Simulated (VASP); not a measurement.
# H4C (I-42m) in VASP: notebook

H4C is run at these levels: LDA; tasks: single point.

Program: VASP 6.6.1. These are calculated values, not measurements. Logs are shortened: lines on timing, memory, paths and dates and some standing lists are left out, and cuts for length are marked.

**1. The cell of the first run**

Symmetry: I-42m, No. 121, tetragonal system. Conventional cell: a = 4.958 Å, b = 4.958 Å, c = 5.330 Å, α = 90.00°, β = 90.00°, γ = 90.00°. Within 1.5 Å of H (site symmetry m) lie 1 C at 1.12 Å. Within 1.5 Å of C (site symmetry -42m) lie 4 H at 1.12 Å.

**2. Single point, LDA (strain +0.0750 x Voigt [1, 0, 0, 0, 0, 0])**

INCAR

```
SYSTEM = H4C
PREC     = Accurate       ! precision mode
ENCUT    = 520            ! plane-wave cutoff, eV
EDIFF    = 1E-7           ! SCF threshold, eV
ISMEAR   = 0              ! smearing method
SIGMA    = 0.05           ! smearing width, eV
LREAL    = .FALSE.        ! projectors in reciprocal space
LASPH    = .TRUE.         ! aspherical terms in the spheres
NELM     = 100            ! most SCF steps
ALGO     = Normal         ! electronic algorithm
ISIF     = 2              ! what is computed and relaxed
LWAVE    = .FALSE.        ! write WAVECAR
LCHARG   = .FALSE.        ! write CHGCAR
GGA      = CA             ! functional
NBANDS   = 12             ! bands
```

KPOINTS

```
regular mesh
0
G
  6 6 6
  0 0 0
```

POSCAR

```
H4C
1.0
   -2.6648440320      2.4789246809      2.4789246809
    2.6648440320     -2.4789246809      2.4789246809
    2.6648440320      2.4789246809     -2.4789246809
H C
4 1
Direct
    0.0000000000      0.0000000000      0.7463128700
    0.7463128700      0.0000000000      0.0000000000
    0.0000000000      0.7463128700      0.0000000000
    0.2536871300      0.2536871300      0.2536871300
    0.0000000000      0.0000000000      0.0000000000
```

Potentials or basis: VASP PAW LDA potentials, release 64 (H, C).

The run is started by

```bash
> cat potpaw_LDA.64/H/POTCAR potpaw_LDA.64/C/POTCAR > POTCAR
> mpirun -np 1 vasp_std > vasp.out
```

OUTCAR:

```text
SYSTEM = H4C
   PREC = Accurate
   ENCUT = 520
   EDIFF = 1E-7
   ISMEAR = 0
   LREAL = .FALSE.
   LASPH = .TRUE.
   NELM = 100
   ISIF = 2
   GGA = CA

 ion  position               nearest neighbor table
   1  0.000  0.000  0.746-   5 1.12
   2  0.746  0.000  0.000-   5 1.12
   3  0.000  0.746  0.000-   5 1.12
   4  0.254  0.254  0.254-   5 1.12
   5  0.000  0.000  0.000-   1 1.12   2 1.12   3 1.12   4 1.12

  LATTYP: Found a body centered tetragonal cell.
 ALAT       =     4.9578493618
 C/A-ratio  =     1.0750000000

  Lattice vectors:

 A1 = (  -2.6648440320,   2.4789246809,  -2.4789246809)
 A2 = (  -2.6648440320,  -2.4789246809,   2.4789246809)
 A3 = (   2.6648440320,   2.4789246809,   2.4789246809)

Analysis of symmetry for initial positions (statically):
=====================================================================
 Subroutine PRICEL returns:
 Original cell was already a primitive cell.

 Routine SETGRP: Setting up the symmetry group for a
 body centered tetragonal supercell.

 Subroutine GETGRP returns: Found  8 space group operations
 (whereof  8 operations were pure point group operations)
 out of a pool of 16 trial point group operations.

The static configuration has the point symmetry D_2d.

Analysis of symmetry for dynamics (positions and initial velocities):
=====================================================================
 Subroutine PRICEL returns:
 Original cell was already a primitive cell.

 Routine SETGRP: Setting up the symmetry group for a
 body centered tetragonal supercell.

 Subroutine GETGRP returns: Found  8 space group operations
 (whereof  8 operations were pure point group operations)
 out of a pool of 16 trial point group operations.

The dynamic configuration has the point symmetry D_2d.

 Subroutine INISYM returns: Found  8 space group operations
 (whereof  8 operations are pure point group operations),
 and found     1 'primitive' translations

----------------------------------------------------------------------------------------

                                     Primitive cell

  volume of cell :      65.5026

  direct lattice vectors                    reciprocal lattice vectors
    -2.664844032  2.478924681  2.478924681     0.000000000  0.201700360  0.201700360
     2.664844032 -2.478924681  2.478924681     0.187628242  0.000000000  0.201700360
     2.664844032  2.478924681 -2.478924681     0.187628242  0.201700360  0.000000000

  length of vectors
     4.403581368  4.403581368  4.403581368     0.285247384  0.275476664  0.275476664

  position of ions in fractional coordinates (direct lattice)
[... 97 lines left out ...]
   NUPDOWN=      -1.0000    fix difference up-down
   EMIN   =  10.00;   EMAX   =-10.00  energy-range for DOS
   EFERMI =   0.00;   METHOD = LEGACY
   ISMEAR =     0;   SIGMA  =   0.05  broadening in eV -4-tet -1-fermi 0-gaus
   EFERMI_NEDOS =   21; number of points for ismear=-14 and -15
   IALGO  =     38    algorithm
   IMIX   =      4    mixing-type and parameters
     AMIX     =   0.40;   BMIX     =  1.00
     AMIX_MAG =   1.60;   BMIX_MAG =  1.00
  volume/ion in A,a.u.               =      13.10        88.41
  Fermi-wavevector in a.u.,A,eV,Ry     =   0.812242  1.534914  8.976264  0.659737
  Thomas-Fermi vector in A             =   1.921749
   LORBIT       =      0    0 simple, 1 ext, 2 COOP (PROOUT), +10 PAW based schemes
   GGA     = CA    functional components
   LHFCALC =     F    Hartree Fock is set to
   AEXX    =    0.0000 exact exchange contribution
   IVDW    =     0    specifies the selected vdW correction
   LEPSILON=     F    determine dielectric tensor
   LRPA    =     F    only Hartree local field effects (RPA)
 non-spin polarized calculation
 Gauss-broadening in eV      SIGMA  =   0.05
  energy-cutoff  :      520.00
  volume of cell :       65.50
 maximum number of plane-waves:      1786
 NGX is ok and might be reduce to    36
   NGX = 17   NGY = 17   NGZ = 17

 number of electron       8.0000000 magnetization

 Free energy of the ion-electron system (eV)
  ---------------------------------------------------
  ext. energy  EPLUGINS =         0.00000000
  ---------------------------------------------------
  free energy    TOTEN  =       -24.85024314 eV

  energy without entropy =      -24.85024314  energy(sigma->0) =      -24.85024314

 E-fermi :  -6.6492     XC(G=0):  -5.9640

 val. band max:       -6.9180127994   @ k =   0.0000   0.0000   0.0000
 cond. band min:      -0.0012195857   @ k =   0.0000   0.0000   0.0000
 fundamental gap:      6.9167932137
 Fermi energy:        -6.6492465653

 k-point     1 :       0.0000    0.0000    0.0000
  band No.  band energies     occupation
      1     -14.9956      2.00000
      2      -7.3959      2.00000
      3      -6.9180      2.00000
      4      -6.9180      2.00000
      5      -0.0012      0.00000
      6       4.5265      0.00000
      7       4.5265      0.00000
      8       5.3142      0.00000
      9       8.2981      0.00000
     10       8.8486      0.00000
     11       8.9432      0.00000
     12       9.3571      0.00000
[... 331 lines left out ...]
 k-point    24 :       0.3333   -0.1667    0.1667
  band No.  band energies     occupation
      1     -14.8066      2.00000
      2      -7.6810      2.00000
      3      -7.4512      2.00000
      4      -7.0735      2.00000
      5       1.8485      0.00000
      6       3.8649      0.00000
      7       4.0173      0.00000
      8       5.6855      0.00000
      9       6.1855      0.00000
     10       8.1919      0.00000
     11      10.2403      0.00000
     12      10.7080      0.00000

 [... further k-points ...]
[... 5 lines left out ...]
  --------------------------------------------------------------------------------------
  -------------------------------------------------------------------------------------
  Total       -1.7536655     -0.6859811     -0.6859811      0.0000000      0.0000000      0.0000000
  in kB      -42.8942322    -16.7789314    -16.7789314      0.0000000      0.0000000      0.0000000
  external PRESSURE =     -25.4840317 kB  Pullay stress =       0.0000000 kB

 VOLUME and BASIS-vectors are now :
 -----------------------------------------------------------------------------
  energy-cutoff  :      520.00
  volume of cell :       65.50
      direct lattice vectors                 reciprocal lattice vectors
    -2.664844032  2.478924681  2.478924681     0.000000000  0.201700360  0.201700360
     2.664844032 -2.478924681  2.478924681     0.187628242  0.000000000  0.201700360
     2.664844032  2.478924681 -2.478924681     0.187628242  0.201700360  0.000000000

 POSITION                                       TOTAL-FORCE (eV/Angst)
 -----------------------------------------------------------------------------------
      1.98881      1.85005     -1.85005         0.531329      0.151978     -0.151978
     -1.98881      1.85005      1.85005        -0.531329      0.151978      0.151978
      1.98881     -1.85005      1.85005         0.531329     -0.151978      0.151978
      0.67604      0.62887      0.62887        -0.531329     -0.151978     -0.151978
      0.00000      0.00000      0.00000         0.000000      0.000000      0.000000
 -----------------------------------------------------------------------------------
    total drift:                               -0.000001     -0.000001     -0.000001

  FREE ENERGIE OF THE ION-ELECTRON SYSTEM (eV)
  ---------------------------------------------------
  free  energy   TOTEN  =       -24.8502431431 eV

  energy  without entropy=      -24.8502431431  energy(sigma->0) =      -24.85024314
```

OSZICAR:

```text
N       E                     dE             d eps       ncg     rms          rms(c)
DAV:   1     0.233464945325E+01    0.23346E+01   -0.30483E+03   720   0.511E+02
DAV:   2    -0.263461442925E+02   -0.28681E+02   -0.27922E+02   872   0.957E+01
DAV:   3    -0.283680250103E+02   -0.20219E+01   -0.20178E+01   932   0.255E+01
DAV:   4    -0.283887805722E+02   -0.20756E-01   -0.20753E-01   860   0.302E+00
DAV:   5    -0.283889717106E+02   -0.19114E-03   -0.19114E-03   940   0.266E-01    0.876E+00
DAV:   6    -0.252723194909E+02    0.31167E+01   -0.88752E+00   820   0.122E+01    0.403E+00
DAV:   7    -0.249334583009E+02    0.33886E+00   -0.88733E-01   892   0.455E+00    0.223E+00
DAV:   8    -0.248494662474E+02    0.83992E-01   -0.13857E-01   824   0.201E+00    0.327E-01
DAV:   9    -0.248488446021E+02    0.62165E-03   -0.69181E-03   900   0.381E-01    0.167E-01
DAV:  10    -0.248501682772E+02   -0.13237E-02   -0.80509E-04   764   0.147E-01    0.282E-02
DAV:  11    -0.248502394948E+02   -0.71218E-04   -0.51467E-05   876   0.396E-02    0.116E-02
DAV:  12    -0.248502434849E+02   -0.39901E-05   -0.37431E-06   840   0.910E-03    0.335E-03
DAV:  13    -0.248502431133E+02    0.37160E-06   -0.15632E-06   876   0.491E-03    0.544E-04
DAV:  14    -0.248502431431E+02   -0.29812E-07   -0.51116E-08   840   0.133E-03
   1 F= -.24850243E+02 E0= -.24850243E+02  d E =-.938618E-16
```

stdout:

```text
POSCAR found type information on POSCAR H C
 POSCAR found :  2 types and       5 ions
 scaLAPACK will be used
 LDA part: xc-table for (Slater(with rela. corr.)+CA(PZ))
 , standard interpolation
 POSCAR, INCAR and KPOINTS ok, starting setup
 FFT: planning ... GRIDC
 FFT: planning ... GRID_SOFT
 FFT: planning ... GRID
 WAVECAR not read
 entering main loop
```

Run time: 22 s. Hardware: 1 thread of Intel Xeon 6975P-C, shared host; peak memory 0.17 GiB.

Results:

```yaml
Free_energy: -24.8502 eV
Pressure: -2.5 GPa
Largest_force: 0.573 eV/Å
Band_gap_on_the_k_mesh: 6.92 eV, direct
```

Forces on the atoms (eV/Å):
```
H    0.531  0.152 -0.152
H   -0.531  0.152  0.152
H    0.531 -0.152  0.152
H   -0.531 -0.152 -0.152
C    0.000  0.000  0.000
```

Stress tensor (GPa, compression positive):
```
-4.29  0.00  0.00
 0.00 -1.68  0.00
 0.00  0.00 -1.68
```

Levels at points of the mesh, in eV from the valence-band top:
| k point | band 1 | band 2 | band 3 | band 4 | band 5 | band 6 | band 7 | band 8 | band 9 |
| --- | --- | --- | --- | --- | --- | --- | --- | --- | --- |
| (0.00, 0.00, 0.00) | -8.08 | -0.48 | 0.00 | 0.00 | 6.92 | 11.44 | 11.44 | 12.23 | 15.22 |
| (0.50, 0.00, 0.00) | -7.87 | -0.75 | -0.74 | -0.04 | 8.92 | 10.14 | 10.44 | 14.46 | 14.60 |
| (0.00, 0.50, 0.00) | -7.88 | -1.05 | -0.23 | -0.19 | 8.87 | 10.17 | 10.71 | 14.30 | 14.78 |
| (0.50, 0.50, 0.50) | -7.74 | -1.07 | -0.49 | -0.49 | 9.90 | 10.28 | 12.28 | 12.98 | 12.98 |

Caveat: the cell differs from its parent crystal (strain +0.0750 x Voigt [1, 0, 0, 0, 0, 0]). A k mesh can miss the band edges.

**3. Single point, LDA (strain +0.0875 x Voigt [1, 0, 0, 0, 0, 0])**

INCAR

```
ALGO = Normal ; EDIFF = 1E-6
ENCUT = 520 ; GGA = CA
ISIF = 2 ; ISMEAR = 0
LASPH = T ; LCHARG = F
LREAL = F ; LWAVE = F
NBANDS = 12 ; NELM = 100
PREC = Accurate ; SIGMA = 0.05
```

KPOINTS

```
k-points
0
Gamma
  6 6 6
```

POSCAR: that of step 2 with these lines changed.

```diff
@@ -2,5 +2,5 @@
 1.0
-   -2.6648440320      2.4789246809      2.4789246809
-    2.6648440320     -2.4789246809      2.4789246809
-    2.6648440320      2.4789246809     -2.4789246809
+   -2.6958305905      2.4789246809      2.4789246809
+    2.6958305905     -2.4789246809      2.4789246809
+    2.6958305905      2.4789246809     -2.4789246809
 H C
```

Potentials or basis: VASP PAW LDA potentials, release 64 (H, C).

The run is started by

```bash
> cat potpaw_LDA.64/H/POTCAR potpaw_LDA.64/C/POTCAR > POTCAR
> mpirun -np 1 vasp_std > vasp.out
```

OUTCAR:

```text
EDIFF = 1E-6
   ENCUT = 520
   GGA = CA
   ISIF = 2
   ISMEAR = 0
   LASPH = T
   LREAL = F
   NELM = 100
   PREC = Accurate

 ion  position               nearest neighbor table
   1  0.000  0.000  0.746-   5 1.12
   2  0.746  0.000  0.000-   5 1.12
   3  0.000  0.746  0.000-   5 1.12
   4  0.254  0.254  0.254-   5 1.12
   5  0.000  0.000  0.000-   1 1.12   2 1.12   3 1.12   4 1.12

  LATTYP: Found a body centered tetragonal cell.
 ALAT       =     4.9578493618
 C/A-ratio  =     1.0875000000

  Lattice vectors:

 A1 = (  -2.6958305905,   2.4789246809,  -2.4789246809)
 A2 = (  -2.6958305905,  -2.4789246809,   2.4789246809)
 A3 = (   2.6958305905,   2.4789246809,   2.4789246809)

Analysis of symmetry for initial positions (statically):
=====================================================================
 Subroutine PRICEL returns:
 Original cell was already a primitive cell.

 Routine SETGRP: Setting up the symmetry group for a
 body centered tetragonal supercell.

[... 179 lines left out ...]

 k-point     1 :       0.0000    0.0000    0.0000
  band No.  band energies     occupation
      1     -14.9764      2.00000
      2      -7.4507      2.00000
      3      -6.8984      2.00000
      4      -6.8984      2.00000
      5      -0.0417      0.00000
      6       4.4263      0.00000
      7       4.4263      0.00000
      8       5.3312      0.00000
      9       8.1819      0.00000
     10       8.7278      0.00000
     11       8.9180      0.00000
     12       9.3101      0.00000
[... 331 lines left out ...]
 k-point    24 :       0.3333   -0.1667    0.1667
  band No.  band energies     occupation
      1     -14.7915      2.00000
      2      -7.7348      2.00000
      3      -7.4224      2.00000
      4      -7.0518      2.00000
      5       1.8101      0.00000
      6       3.7568      0.00000
      7       3.9865      0.00000
      8       5.6456      0.00000
      9       6.0652      0.00000
     10       8.1295      0.00000
     11      10.1807      0.00000
     12      10.5408      0.00000

 [... further k-points ...]
[... 5 lines left out ...]
  --------------------------------------------------------------------------------------
  -------------------------------------------------------------------------------------
  Total       -2.0994463     -0.8216442     -0.8216442      0.0000000      0.0000000      0.0000000
  in kB      -50.7616930    -19.8662153    -19.8662153      0.0000000      0.0000000      0.0000000
  external PRESSURE =     -30.1647078 kB  Pullay stress =       0.0000000 kB

 VOLUME and BASIS-vectors are now :
 -----------------------------------------------------------------------------
  energy-cutoff  :      520.00
  volume of cell :       66.26
      direct lattice vectors                 reciprocal lattice vectors
    -2.695830590  2.478924681  2.478924681     0.000000000  0.201700360  0.201700360
     2.695830590 -2.478924681  2.478924681     0.185471595  0.000000000  0.201700360
     2.695830590  2.478924681 -2.478924681     0.185471595  0.201700360  0.000000000

 POSITION                                       TOTAL-FORCE (eV/Angst)
 -----------------------------------------------------------------------------------
      2.01193      1.85005     -1.85005         0.651262      0.206600     -0.206600
     -2.01193      1.85005      1.85005        -0.651262      0.206600      0.206600
      2.01193     -1.85005      1.85005         0.651262     -0.206600      0.206600
      0.68390      0.62887      0.62887        -0.651262     -0.206600     -0.206600
      0.00000      0.00000      0.00000        -0.000000     -0.000000     -0.000000
 -----------------------------------------------------------------------------------
    total drift:                               -0.000001     -0.000001     -0.000001

  FREE ENERGIE OF THE ION-ELECTRON SYSTEM (eV)
  ---------------------------------------------------
  free  energy   TOTEN  =       -24.8287435742 eV

  energy  without entropy=      -24.8287435742  energy(sigma->0) =      -24.82874357
```

It took 16 s on 1 thread of Intel Xeon 6975P-C, shared host; peak memory 0.17 GiB.

What came out:

* Free energy: -24.8287 eV
* Pressure: -3.0 GPa
* Largest force: 0.714 eV/Å
* Band gap on the k mesh: 6.86 eV, direct

Forces on the atoms (eV/Å):
```
H    0.651  0.207 -0.207
H   -0.651  0.207  0.207
H    0.651 -0.207  0.207
H   -0.651 -0.207 -0.207
C    0.000  0.000  0.000
```

Stress tensor (GPa, compression positive):
```
-5.08  0.00  0.00
 0.00 -1.99  0.00
 0.00  0.00 -1.99
```

Caveat: the cell differs from its parent crystal (strain +0.0875 x Voigt [1, 0, 0, 0, 0, 0]).

[end of part 1 of 2]
